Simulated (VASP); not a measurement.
Input of a VASP 6.6.1 run:

Contents of INCAR:

```
SYSTEM = Sn8O16F
PREC = Accurate ; ENCUT = 520
EDIFF = 1E-6 ; ISMEAR = -1
SIGMA = 0.01 ; LREAL = Auto
LASPH = .TRUE. ; NELM = 60
ALGO = Normal ; ISIF = 2
LWAVE = .FALSE. ; LCHARG = .FALSE.
GGA = PE ; NBANDS = 126
NELECT = 216.0
```

KPOINTS

```
Automatic mesh
0
Gamma
  1 1 1
  0.25 0.25 0.25
```

The input POSCAR:

```
Sn8O16F
1.0
    4.8274600300      4.8274600300      0.0000000000
   -4.8274600300      4.8274600300      0.0000000000
    0.0000000000      0.0000000000      6.4759066800
Sn O F
8 16 1
Direct
    0.0110357206      0.4897748475      0.2418574074
    0.5024389606     -0.0017516458      0.2462929253
    0.0083786297      0.0111649811      0.0120963757
    0.4987796864      0.4979473647      0.0027043317
    0.0070348589      0.5098154070      0.7471427924
    0.4975173249     -0.0099791608      0.7496014442
   -0.0076723577      0.0013282347      0.5051803804
    0.5124012389      0.4932605315      0.5012129051
    0.0020714827      0.8073373939      0.2555022921
    0.5367570076      0.3052195131      0.2543385940
   -0.0775680167      0.1893448096      0.2722716813
    0.5082489518      0.6884923913      0.2544703130
    0.3149367350     -0.0555835778     -0.0056804401
    0.8121736846      0.5008461976     -0.0035815834
    0.1976410978      0.5660820562     -0.0136414875
    0.6952388998     -0.0057061063     -0.0042770845
   -0.0059872065      0.8166126649      0.7519694524
    0.4977026190      0.2997999965      0.7551237598
    0.0027000741      0.1997299810      0.7545571982
    0.5130845174      0.6834496774      0.7455019411
    0.3026908542      0.0047072373      0.4953744948
    0.8176022122      0.5105985310      0.5005072124
    0.2025701909      0.4929721811      0.4946630886
    0.6843588511     -0.0168577263      0.5053818966
    0.2152321290      0.2498064184      0.1131324209
```

Potentials or basis: VASP PAW PBE potentials, release 64 (Sn_d, O, F).

The run is started by

```console
$ cat potpaw_PBE.64/Sn_d/POTCAR potpaw_PBE.64/O/POTCAR potpaw_PBE.64/F/POTCAR > POTCAR
$ mpirun -np 1 vasp_std > vasp.out
```

Task: Estimate the largest force.

Result: 0.078 eV/Å.

Forces in eV/Å, atoms in the order of the input:
```
Sn  -0.017  0.009  0.007
Sn   0.006  0.000  0.001
Sn   0.011 -0.039 -0.018
Sn  -0.011  0.031  0.013
Sn  -0.017 -0.014 -0.013
Sn   0.003 -0.008 -0.015
Sn   0.012 -0.010  0.012
Sn   0.002  0.009 -0.008
O    0.005 -0.028 -0.002
O    0.019 -0.016 -0.008
O   -0.034  0.010  0.000
O    0.002  0.013  0.009
O   -0.019 -0.023 -0.039
O   -0.025 -0.072 -0.016
O    0.020  0.001  0.035
O    0.039  0.029  0.002
O    0.000 -0.009  0.009
O    0.034 -0.028 -0.027
O   -0.004  0.033 -0.004
O   -0.001  0.024  0.026
O   -0.023 -0.009  0.000
O   -0.008  0.003  0.011
O   -0.004  0.019  0.008
O    0.008  0.050  0.003
F    0.004  0.026  0.016
```

Caveat: the k points lie up to 0.97 Å⁻¹ apart; the cell carries a net charge on a neutralising background, which shifts energy and pressure.
